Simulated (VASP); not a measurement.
# ZnSe (F-43m) in VASP: relaxation of cell and atoms with PBEsol-based screened hybrid with 25 % exact exchange

Aim: the relaxation of cell and atoms of ZnSe with PBEsol-based screened hybrid with 25 % exact exchange.

All numbers are computed with VASP 6.6.1; they aren't measurements. Logs are shortened: lines on timing, memory, paths and dates and some standing lists are left out, and cuts for length are marked.

### 1 The cell of the first run

Symmetry: F-43m, No. 216, cubic system. The conventional cell has a = 5.668 Å, b = 5.668 Å, c = 5.668 Å, α = 90.00°, β = 90.00°, γ = 90.00°. Within 3.2 Å of Se (site symmetry -43m) lie 4 Zn at 2.45 Å. Within 3.2 Å of Zn (site symmetry -43m) lie 4 Se at 2.45 Å.

### 2 Relaxation of cell and atoms, PBEsol-based screened hybrid with 25 % exact exchange

POSCAR reads:

```
ZnSe
1.0
    0.0000000000      2.8338000000      2.8338000000
    2.8338000000      0.0000000000      2.8338000000
    2.8338000000      2.8338000000      0.0000000000
Se Zn
1 1
Direct
    0.7500000000      0.7500000000      0.7500000000
    0.0000000000      0.0000000000      0.0000000000
```

INCAR.step1 reads:

```
ALGO     = Normal         # electronic algorithm
EDIFF    = 1E-5           # SCF threshold, eV
ENCUT    = 600            # plane-wave cutoff, eV
GGA      = PE             # functional
ISMEAR   = -1             # smearing method
LASPH    = True           # aspherical terms in the spheres
LCHARG   = False          # write CHGCAR
LREAL    = False          # projectors in reciprocal space
LWAVE    = True           # write WAVECAR
NBANDS   = 16             # bands
NELM     = 100            # most SCF steps
PREC     = Accurate       # precision mode
SIGMA    = 0.05           # smearing width, eV
```

INCAR.step2 reads:

```
AEXX     = 0.25           # exact-exchange fraction
ALGO     = Normal         # electronic algorithm
EDIFF    = 1E-6           # SCF threshold, eV
EDIFFG   = -0.01          # ionic threshold
ENCUT    = 600            # plane-wave cutoff, eV
GGA      = PS             # functional
HFSCREEN = 0.207          # screening, 1/A
IBRION   = 2              # ionic algorithm
ISIF     = 3              # what is computed and relaxed
ISMEAR   = -1             # smearing method
ISTART   = 1            
LASPH    = True           # aspherical terms in the spheres
LCHARG   = False          # write CHGCAR
LHFCALC  = True           # exact exchange
LREAL    = False          # projectors in reciprocal space
LWAVE    = False          # write WAVECAR
NELM     = 100            # most SCF steps
NSW      = 60             # ionic steps
PREC     = Accurate       # precision mode
PRECFOCK = Normal       
SIGMA    = 0.05           # smearing width, eV
```

KPOINTS reads:

```
k-points
0
Gamma
  4 4 4
```

Potentials or basis: VASP PAW PBE potentials, release 64 (Se, Zn).

The run is started by

```sh
> cat potpaw_PBE.64/Se/POTCAR potpaw_PBE.64/Zn/POTCAR > POTCAR
> cp INCAR.step1 INCAR
> mpirun -np 1 vasp_std > vasp.out
> cp INCAR.step2 INCAR
> mpirun -np 1 vasp_std > vasp.out
```

OUTCAR:

```text
AEXX = 0.25
   EDIFF = 1E-6
   EDIFFG = -0.01
   ENCUT = 600
   GGA = PS
   HFSCREEN = 0.207
   IBRION = 2
   ISIF = 3
   ISMEAR = -1
   ISTART = 1
   LASPH = True
   LHFCALC = True
   LREAL = False
   NELM = 100
   NSW = 60
   PREC = Accurate
   PRECFOCK = Normal

 ion  position               nearest neighbor table
   1  0.750  0.750  0.750-   2 2.45   2 2.45   2 2.45   2 2.45
   2  0.000  0.000  0.000-   1 2.45   1 2.45   1 2.45   1 2.45

  LATTYP: Found a face centered cubic cell.
 ALAT       =     5.6676000000

  Lattice vectors:

 A1 = (   0.0000000000,   2.8338000000,   2.8338000000)
 A2 = (   2.8338000000,   0.0000000000,   2.8338000000)
 A3 = (   2.8338000000,   2.8338000000,   0.0000000000)

Analysis of symmetry for initial positions (statically):
=====================================================================
 Subroutine PRICEL returns:
 Original cell was already a primitive cell.

 Routine SETGRP: Setting up the symmetry group for a
 face centered cubic supercell.

 Subroutine GETGRP returns: Found 24 space group operations
 (whereof 24 operations were pure point group operations)
 out of a pool of 48 trial point group operations.

The static configuration has the point symmetry T_d .

Analysis of symmetry for dynamics (positions and initial velocities):
=====================================================================
 Subroutine PRICEL returns:
 Original cell was already a primitive cell.

 Routine SETGRP: Setting up the symmetry group for a
 face centered cubic supercell.

 Subroutine GETGRP returns: Found 24 space group operations
 (whereof 24 operations were pure point group operations)
 out of a pool of 48 trial point group operations.

The dynamic configuration has the point symmetry T_d .

 Subroutine INISYM returns: Found 24 space group operations
 (whereof 24 operations are pure point group operations),
 and found     1 'primitive' translations

----------------------------------------------------------------------------------------

                                     Primitive cell

  volume of cell :      45.5132

  direct lattice vectors                    reciprocal lattice vectors
     0.000000000  2.833800000  2.833800000    -0.176441527  0.176441527  0.176441527
     2.833800000  0.000000000  2.833800000     0.176441527 -0.176441527  0.176441527
     2.833800000  2.833800000  0.000000000     0.176441527  0.176441527 -0.176441527

  length of vectors
     4.007598393  4.007598393  4.007598393     0.305605690  0.305605690  0.305605690

  position of ions in fractional coordinates (direct lattice)
     0.750000000  0.750000000  0.750000000
     0.000000000  0.000000000  0.000000000

  ion indices of the primitive-cell ions
   primitive index   ion index
                 1           1
                 2           2

----------------------------------------------------------------------------------------

 KPOINTS: k-points

Automatic generation of k-mesh.
 Grid dimensions read from file:
 generate k-points for:    4    4    4

 Generating k-lattice:

  Cartesian coordinates                     Fractional coordinates (reciprocal lattice)
    -0.044110382  0.044110382  0.044110382     0.250000000  0.000000000  0.000000000
     0.044110382 -0.044110382  0.044110382     0.000000000  0.250000000  0.000000000
     0.044110382  0.044110382 -0.044110382     0.000000000  0.000000000  0.250000000

  Length of vectors
     0.076401422  0.076401422  0.076401422

  Shift w.r.t. Gamma in fractional coordinates (k-lattice)
     0.000000000  0.000000000  0.000000000

 Subroutine IBZKPT returns following result:
 ===========================================

 Found      8 irreducible k-points:

 Following reciprocal coordinates:
            Coordinates               Weight
  0.000000  0.000000  0.000000      1.000000
  0.250000  0.000000  0.000000      8.000000
  0.500000  0.000000  0.000000      4.000000
  0.250000  0.250000  0.000000      6.000000
  0.500000  0.250000  0.000000     24.000000
 -0.250000  0.250000  0.000000     12.000000
  0.500000  0.500000  0.000000      3.000000
 -0.250000  0.500000  0.250000      6.000000
   k-points           NKPTS =      8   k-points in BZ     NKDIM =     64   number of bands    NBANDS=     13
   number of dos      NEDOS =    301   number of ions     NIONS =      2
   total plane-waves  NPLWV =  32768
   dimension x,y,z NGX =    32 NGY =   32 NGZ =   32
   dimension x,y,z NGXF=    64 NGYF=   64 NGZF=   64
   ions per type =               1   1
   NGX,Y,Z   is equivalent  to a cutoff of  13.27, 13.27, 13.27 a.u.
   NGXF,Y,Z  is equivalent  to a cutoff of  26.55, 26.55, 26.55 a.u.
 SYSTEM =  unknown system
   PREC   = accura    normal or accurate (medium, high low for compatibility)
   ISTART =      1    job   : 0-new  1-cont  2-samecut
   ICHARG =      0    charge: 1-file 2-atom 10-const
   ISPIN  =      1    spin polarized calculation?
   LNONCOLLINEAR =      F non collinear calculations
   LSORBIT =      F    spin-orbit coupling
   LASPH  =      T    aspherical Exc in radial PAW
   ENCUT  =  600.0 eV  44.10 Ry    6.64 a.u.   8.00  8.00  8.00*2*pi/ulx,y,z
   NELM   =    100;   NELMIN=  2; NELMDL=  0     # of ELM steps
   EDIFF  = 0.1E-05   stopping-criterion for ELM
   LREAL  =      F    real-space projection
   EDIFFG = -.1E-01   stopping-criterion for IOM
   NSW    =     60    number of steps for IOM
   IBRION =      2    ionic relax: 0-MD 1-quasi-New 2-CG
   NFREE  =      1    steps in history (QN), initial steepest desc. (CG)
   ISIF   =      3    stress and relaxation
   ISYM   =      3    0-nonsym 1-usesym 2-fastsym
   POTIM  = 0.5000    time-step for ionic-motion
   TEBEG  =    0.0;   TEEND  =   0.0 temperature during run
   PSTRESS=    0.0 pullay stress
   NELECT =      18.0000    total number of electrons
   NUPDOWN=      -1.0000    fix difference up-down
   EMIN   =  10.00;   EMAX   =-10.00  energy-range for DOS
   EFERMI =   0.00;   METHOD = LEGACY
   ISMEAR =    -1;   SIGMA  =   0.05  broadening in eV -4-tet -1-fermi 0-gaus
   EFERMI_NEDOS =   21; number of points for ismear=-14 and -15
   IALGO  =     38    algorithm
   IMIX   =      1    mixing-type and parameters
     AMIX     =   0.40;   BMIX     =  1.00
     AMIX_MAG =   1.60;   BMIX_MAG =  1.00
  volume/ion in A,a.u.               =      22.76       153.57
  Fermi-wavevector in a.u.,A,eV,Ry     =   1.201673  2.270834 19.647073  1.444019
  Thomas-Fermi vector in A             =   2.337476
   LORBIT       =      0    0 simple, 1 ext, 2 COOP (PROOUT), +10 PAW based schemes
   GGA     = PS    functional components
   LHFCALC =     T    Hartree Fock is set to
   PRECFOCK=normal    Normal, Fast or Accurate (Low or Medium for compatibility)
   ENCUT4O =  -1.0   cutoff for four orbital integrals eV
   NKREDX  =     1    reduce k-point grid by
   NKREDY  =     1    reduce k-point grid by
   NKREDZ  =     1    reduce k-point grid by
   AEXX    =    0.2500 exact exchange contribution
   HFSCREEN=    0.2070 screening length (either q_TF or 0.3 A-1)
   HFSCREENC=   0.2070 screening length for correlation (either q_TF or 0.3 A-1)
   ENCUTFOCK=  -1.0 apply spherical cutoff to Coloumb kernel
   IVDW    =     0    specifies the selected vdW correction
   LEPSILON=     F    determine dielectric tensor
   LRPA    =     F    only Hartree local field effects (RPA)
 conjugate gradient relaxation of ions
 non-spin polarized calculation
  energy-cutoff  :      600.00
  volume of cell :       45.51
 maximum number of plane-waves:      1540
  NGX = 28; NGY = 28; NGZ = 28

--------------------------------------- Ionic step        1  -------------------------------------------

 number of electron      17.9999991 magnetization

 Free energy of the ion-electron system (eV)
  ---------------------------------------------------
  ext. energy  EPLUGINS =         0.00000000
  ---------------------------------------------------
  free energy    TOTEN  =        -7.87538549 eV

  energy without entropy =       -7.87538549  energy(sigma->0) =       -7.87538549

------------------------ aborting loop because EDIFF is reached ----------------------------------------

  FORCE on cell =-STRESS in cart. coord.  units (eV):
  Direction    XX          YY          ZZ          XY          YZ          ZX
  --------------------------------------------------------------------------------------
  -------------------------------------------------------------------------------------
  Total       -0.2648857     -0.2648857     -0.2648857      0.0000000      0.0000000      0.0000000
  in kB       -9.3246285     -9.3246285     -9.3246285      0.0000000      0.0000000      0.0000000
  external PRESSURE =      -9.3246285 kB  Pullay stress =       0.0000000 kB
[... 57 lines left out ...]
  energy  without entropy=       -7.8768017885  energy(sigma->0) =       -7.87680179

--------------------------------------- Ionic step        3  -------------------------------------------

 number of electron      17.9999986 magnetization

 Free energy of the ion-electron system (eV)
  ---------------------------------------------------
  ext. energy  EPLUGINS =         0.00000000
  ---------------------------------------------------
  free energy    TOTEN  =        -7.87711365 eV

  energy without entropy =       -7.87711365  energy(sigma->0) =       -7.87711365

 E-fermi :   2.0676     XC(G=0):  -7.9272

 val. band max:        0.9952460925   @ k =   0.0000   0.0000   0.0000
 cond. band min:       3.3431324040   @ k =   0.0000   0.0000   0.0000
 fundamental gap:      2.3478863115
 Fermi energy:         2.0675998630

 k-point     1 :       0.0000    0.0000    0.0000
  band No.  band energies     occupation
      1     -13.4928      2.00000
      2      -7.2642      2.00000
      3      -7.2642      2.00000
      4      -7.2642      2.00000
      5      -6.9241      2.00000
      6      -6.9241      2.00000
      7       0.9952      2.00000
      8       0.9952      2.00000
      9       0.9952      2.00000
     10       3.3431      0.00000
     11       7.8700      0.00000
     12       7.8700      0.00000
     13       7.8700      0.00000
[... 139 lines left out ...]
  FREE ENERGIE OF THE ION-ELECTRON SYSTEM (eV)
  ---------------------------------------------------
  free  energy   TOTEN  =        -7.8771136531 eV

  energy  without entropy=       -7.8771136530  energy(sigma->0) =       -7.87711365

 reached required accuracy - stopping structural energy minimisation
```

Run time: 18 min. Hardware: 1 thread of Intel Xeon Platinum 8559C (Emerald Rapids), shared host; peak memory 0.3 GiB.

What came out:

```yaml
Free_energy: -7.8771 eV
Relaxed_volume: 22.46 Å³/atom
Relaxed_cell: a = 3.990 Å, b = 3.990 Å, c = 3.990 Å, α = 60.00°, β = 60.00°, γ = 60.00°
Space_group_after_relaxing_to_0.1_Å: F-43m (No. 216)
Energy_gained_by_relaxing: 0.9 meV/atom
Ionic_steps: 3
Pressure_after_relaxing: -0.1 GPa
Band_gap_on_the_k_mesh: 2.35 eV
```

The path:
| step | energy change (eV) | largest force (eV/Å) | pressure (GPa) | volume (Å³) |
| --- | --- | --- | --- | --- |
| 1 | 0.0000 | 0.0000 | -0.93 | 45.51 |
| 2 | -0.0014 | 0.0000 | 0.43 | 44.65 |
| 3 | -0.0017 | 0.0000 | -0.07 | 44.91 |

Final structure:
```
Se Zn
1.0
     0.00000    2.82125    2.82125
     2.82125    0.00000    2.82125
     2.82125    2.82125    0.00000
Se Zn
1 1
Direct
  0.75000 0.75000 0.75000
  0.00000 0.00000 0.00000
```

Caveat: the k points lie up to 0.48 Å⁻¹ apart in the final cell; the PAW data sets were made with another functional, which shifts forces and pressure a little.
